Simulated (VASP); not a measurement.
# Zn (P6_3/mmc) in VASP: further runs, part 2 of 2

VASP 6.6.1. The steps go on from the part before.

## 4. Single point, PBEsol

This run uses another cell than the first one, of 14.21 Å³/atom, 0.927 times its volume.

INCAR reads:

```
SYSTEM = Zn
PREC = Accurate
ENCUT = 520
EDIFF = 1E-7
ISMEAR = -1
SIGMA = 0.15
LREAL = .False.
LASPH = .True.
NELM = 60
ALGO = Normal
ISIF = 2
LWAVE = .False.
LCHARG = .False.
GGA = PS
NBANDS = 19
```

KPOINTS reads:

```
Automatic mesh
0
Gamma
  18 18 8
  0 0 0
```

POSCAR reads:

```
Zn
1.0
    2.6029652201      0.0000000000      0.0000000000
   -1.3014826101      2.2542340058      0.0000000000
    0.0000000000      0.0000000000      4.8433558209
Zn
2
Direct
    0.3333333333      0.6666666667      0.2500000000
    0.6666666667      0.3333333333      0.7500000000
```

Potentials or basis: VASP PAW PBE potentials, release 64 (Zn).

Started as:

```sh
cat potpaw_PBE.64/Zn/POTCAR > POTCAR
mpirun -np 1 vasp_std > vasp.out
```

OUTCAR:

```text
SYSTEM = Zn
   PREC = Accurate
   ENCUT = 520
   EDIFF = 1E-7
   ISMEAR = -1
   LREAL = .False.
   LASPH = .True.
   NELM = 60
   ISIF = 2
   GGA = PS

 ion  position               nearest neighbor table
   1  0.333  0.667  0.250-   2 2.85   2 2.85   2 2.85   2 2.85   2 2.85   2 2.85
   2  0.667  0.333  0.750-   1 2.85   1 2.85   1 2.85   1 2.85   1 2.85   1 2.85

  LATTYP: Found a hexagonal cell.
 ALAT       =     2.6029652201
 C/A-ratio  =     1.8607070826

  Lattice vectors:

 A1 = (   2.6029652201,   0.0000000000,   0.0000000000)
 A2 = (  -1.3014826101,   2.2542340058,   0.0000000000)
 A3 = (   0.0000000000,   0.0000000000,   4.8433558209)

Analysis of symmetry for initial positions (statically):
=====================================================================
 Subroutine PRICEL returns:
 Original cell was already a primitive cell.

 Routine SETGRP: Setting up the symmetry group for a
 hexagonal supercell.

 Subroutine GETGRP returns: Found 24 space group operations
 (whereof 12 operations were pure point group operations)
 out of a pool of 24 trial point group operations.

The static configuration has the point symmetry D_3d.
 The point group associated with its full space group is D_6h.

Analysis of symmetry for dynamics (positions and initial velocities):
=====================================================================
 Subroutine PRICEL returns:
 Original cell was already a primitive cell.

 Routine SETGRP: Setting up the symmetry group for a
 hexagonal supercell.

 Subroutine GETGRP returns: Found 24 space group operations
 (whereof 12 operations were pure point group operations)
 out of a pool of 24 trial point group operations.

The dynamic configuration has the point symmetry D_3d.
 The point group associated with its full space group is D_6h.

[... 105 lines left out ...]
   ISYM   =      2    0-nonsym 1-usesym 2-fastsym
   POTIM  = 0.5000    time-step for ionic-motion
   TEBEG  =    0.0;   TEEND  =   0.0 temperature during run
   PSTRESS=    0.0 pullay stress
   NELECT =      24.0000    total number of electrons
   NUPDOWN=      -1.0000    fix difference up-down
   EMIN   =  10.00;   EMAX   =-10.00  energy-range for DOS
   EFERMI =   0.00;   METHOD = LEGACY
   ISMEAR =    -1;   SIGMA  =   0.15  broadening in eV -4-tet -1-fermi 0-gaus
   EFERMI_NEDOS =   21; number of points for ismear=-14 and -15
   IALGO  =     38    algorithm
   IMIX   =      4    mixing-type and parameters
     AMIX     =   0.40;   BMIX     =  1.00
     AMIX_MAG =   1.60;   BMIX_MAG =  1.00
  volume/ion in A,a.u.               =      14.21        95.89
  Fermi-wavevector in a.u.,A,eV,Ry     =   1.547417  2.924194 32.579137  2.394499
  Thomas-Fermi vector in A             =   2.652513
   LORBIT       =      0    0 simple, 1 ext, 2 COOP (PROOUT), +10 PAW based schemes
   GGA     = PS    functional components
   LHFCALC =     F    Hartree Fock is set to
   AEXX    =    0.0000 exact exchange contribution
   IVDW    =     0    specifies the selected vdW correction
   LEPSILON=     F    determine dielectric tensor
   LRPA    =     F    only Hartree local field effects (RPA)
 non-spin polarized calculation
  energy-cutoff  :      520.00
  volume of cell :       28.42
 maximum number of plane-waves:       783
 NGX is ok and might be reduce to    20
   NGX =  9   NGY =  9   NGZ = 19

 number of electron      24.0000029 magnetization

 Free energy of the ion-electron system (eV)
  ---------------------------------------------------
  ext. energy  EPLUGINS =         0.00000000
  ---------------------------------------------------
  free energy    TOTEN  =        -3.18621823 eV

  energy without entropy =       -3.15644718  energy(sigma->0) =       -3.17133270

 E-fermi :   3.5040     XC(G=0): -12.0619

 val. band max:        3.4854981361   @ k =   0.1667   0.1111   0.1250
 cond. band min:       3.5122151509   @ k =   0.3333   0.3333   0.0000
 fundamental gap:      0.0267170148
 Fermi energy:         3.5040349406

 k-point     1 :       0.0000    0.0000    0.0000
  band No.  band energies     occupation
      1      -7.5366      2.00000
      2      -5.4852      2.00000
      3      -4.6658      2.00000
      4      -4.4020      2.00000
      5      -4.4020      2.00000
      6      -4.3449      2.00000
[... 505 lines left out ...]
      6      -4.2469      2.00000
[... 11 lines left out ...]
     18      17.1257      0.00000
     19      18.2880      0.00000

 [... further k-points ...]
[... 5 lines left out ...]
  --------------------------------------------------------------------------------------
  -------------------------------------------------------------------------------------
  Total        0.0992924      0.0992924      0.0529249     -0.0000000      0.0000000     -0.0000000
  in kB        5.5977408      5.5977408      2.9837127     -0.0000000      0.0000000     -0.0000000
  external PRESSURE =       4.7263981 kB  Pullay stress =       0.0000000 kB

 VOLUME and BASIS-vectors are now :
 -----------------------------------------------------------------------------
  energy-cutoff  :      520.00
  volume of cell :       28.42
      direct lattice vectors                 reciprocal lattice vectors
     2.602965220  0.000000000  0.000000000     0.384177242  0.221804834  0.000000000
    -1.301482610  2.254234006  0.000000000     0.000000000  0.443609668  0.000000000
     0.000000000  0.000000000  4.843355821     0.000000000  0.000000000  0.206468415

 POSITION                                       TOTAL-FORCE (eV/Angst)
 -----------------------------------------------------------------------------------
     -0.00000      1.50282      1.21084         0.000000     -0.000000      0.000000
      1.30148      0.75141      3.63252        -0.000000      0.000000      0.000000
 -----------------------------------------------------------------------------------
    total drift:                               -0.000000      0.000000     -0.000000

  FREE ENERGIE OF THE ION-ELECTRON SYSTEM (eV)
  ---------------------------------------------------
  free  energy   TOTEN  =        -3.1862182287 eV

  energy  without entropy=       -3.1564471776  energy(sigma->0) =       -3.17133270
```

stdout:

```text
POSCAR found type information on POSCAR Zn
 POSCAR found :  1 types and       2 ions
 scaLAPACK will be used
 -----------------------------------------------------------------------------
|                                                                             |
|                                                                             |
|     You enforced a specific xc type in the INCAR file but a different       |
|     I HOPE YOU KNOW WHAT YOU ARE DOING!                                     |
|                                                                             |
 -----------------------------------------------------------------------------

 LDA part: xc-table for (Slater+PW92), standard interpolation
 POSCAR, INCAR and KPOINTS ok, starting setup
 FFT: planning ... GRIDC
 FFT: planning ... GRID_SOFT
 FFT: planning ... GRID
 WAVECAR not read
 entering main loop
```

Run time: 78 s. Hardware: 1 thread of Intel Xeon Platinum 8488C (Sapphire Rapids), shared host; peak memory 0.2 GiB.

What came out:

- Free energy: -3.1862 eV
- Pressure: 0.5 GPa
- Band gap on the k mesh: zero (band 12 reaches 5.11 eV, above the bottom of band 13 at 0.43 eV)

Levels at points of the mesh, in eV from the Fermi level:
```tsv
k point	band 10	band 11	band 12	band 13	band 14	band 15
(0.00, 0.00, 0.00)	-7.23	-7.23	-4.08	-3.08	14.08	17.83
(0.50, 0.00, 0.00)	-7.01	-3.13	-2.27	2.70	3.53	4.43
(0.00, 0.00, 0.50)	-7.33	-7.33	-7.33	4.69	4.69	19.67
(0.50, 0.00, 0.50)	-7.02	-2.16	-2.16	0.21	0.21	10.48
```

Caveat: the PAW data sets were made with another functional, which shifts forces and pressure a little.

## 5. Overview

```csv
cell,k mesh,smearing,gap on the mesh (eV),pressure (GPa)
"a = 2.670, b = 2.670, c = 4.966 Å, angles 90.0, 90.0, 120.0°, 2 atoms",9 × 9 × 4,gaussian 0.1 eV,none,-5.4
"a = 2.593, b = 2.593, c = 4.895 Å, angles 90.0, 90.0, 120.0°, 2 atoms",18 × 18 × 8,gaussian 0.1 eV,none,0.9
"a = 2.603, b = 2.603, c = 4.843 Å, angles 90.0, 90.0, 120.0°, 2 atoms",18 × 18 × 8,fermi-dirac 0.15 eV,none,0.5
```

Alike in all rows: task single point; level PBEsol; potentials or basis VASP PAW PBE potentials, release 64 (Zn); no spin polarisation; cutoff (eV) 520.

Caveats: the PAW data sets were made with another functional, which shifts forces and pressure a little.

Absolute energies hang on the potentials; compare differences alone.
